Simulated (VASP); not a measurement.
Set up this calculation in VASP 6.6.1, as the native input.

```
Task                   : single point
Functional             : r2SCAN
Potentials or basis    : VASP PAW PBE potentials, release 64 (W_sv)
Cutoff                 : 520 eV
k mesh                 : 15 × 15 × 15
Occupations            : fermi-dirac, width 0.1 eV
Spin                   : no spin polarisation
Dipole correction      : no
Further INCAR settings : ALGO = Normal; EDIFF = 1e-07; NBANDS = 13
```

Crystal: W.

```xyz
1
Lattice="-1.5848 1.5848 1.5848 1.5848 -1.5848 1.5848 1.5848 1.5848 -1.5848" Properties=species:S:1:pos:R:3 pbc="T T T"
W     0.0000    0.0000    0.0000
```

These files were run (other wordings do the same):

POSCAR

```
W
1.0
   -1.5848038465      1.5848038465      1.5848038465
    1.5848038465     -1.5848038465      1.5848038465
    1.5848038465      1.5848038465     -1.5848038465
W
1
Direct
    0.0000000000      0.0000000000      0.0000000000
```

INCAR.step1

```
SYSTEM = W
PREC     = Accurate       ! precision mode
ENCUT    = 520            ! plane-wave cutoff, eV
ISMEAR   = -1             ! smearing method
SIGMA    = 0.1            ! smearing width, eV
LREAL    = .FALSE.        ! projectors in reciprocal space
LASPH    = .TRUE.         ! aspherical terms in the spheres
NELM     = 80             ! most SCF steps
NBANDS   = 13             ! bands
GGA      = PE             ! functional
ALGO     = Normal         ! electronic algorithm
EDIFF    = 1E-4           ! SCF threshold, eV
LWAVE    = .TRUE.         ! write WAVECAR
LCHARG   = .FALSE.        ! write CHGCAR
```

INCAR.step2

```
SYSTEM = W
PREC     = Accurate       ! precision mode
ENCUT    = 520            ! plane-wave cutoff, eV
EDIFF    = 1E-7           ! SCF threshold, eV
ISMEAR   = -1             ! smearing method
SIGMA    = 0.1            ! smearing width, eV
LREAL    = .FALSE.        ! projectors in reciprocal space
LASPH    = .TRUE.         ! aspherical terms in the spheres
NELM     = 80             ! most SCF steps
ALGO     = Normal         ! electronic algorithm
ISIF     = 2              ! what is computed and relaxed
LWAVE    = .FALSE.        ! write WAVECAR
LCHARG   = .FALSE.        ! write CHGCAR
METAGGA  = R2SCAN         ! meta-GGA
LMIXTAU  = .TRUE.       
NBANDS   = 13             ! bands
ISTART   = 1
```

KPOINTS

```
regular mesh
0
G
  15 15 15
  0 0 0
```

Potentials or basis: VASP PAW PBE potentials, release 64 (W_sv).

Launch:

```sh
$ cat potpaw_PBE.64/W_sv/POTCAR > POTCAR
$ cp INCAR.step1 INCAR
$ mpirun -np 1 vasp_std > vasp.out
$ cp INCAR.step2 INCAR
$ mpirun -np 1 vasp_std > vasp.out
```

Results of the run:

- Pressure: 1.0 GPa
- Band gap on the k mesh: zero (bands 7 and 8 overlap by 6.05 eV)

Caveat: the PAW data sets were made with another functional, which shifts forces and pressure a little; spin-orbit coupling is left out, which moves the levels of the heavy elements.

Wall time 2.9 min on 1 thread of Intel Xeon 8259CL, on a shared host, peak memory 0.15 GiB.
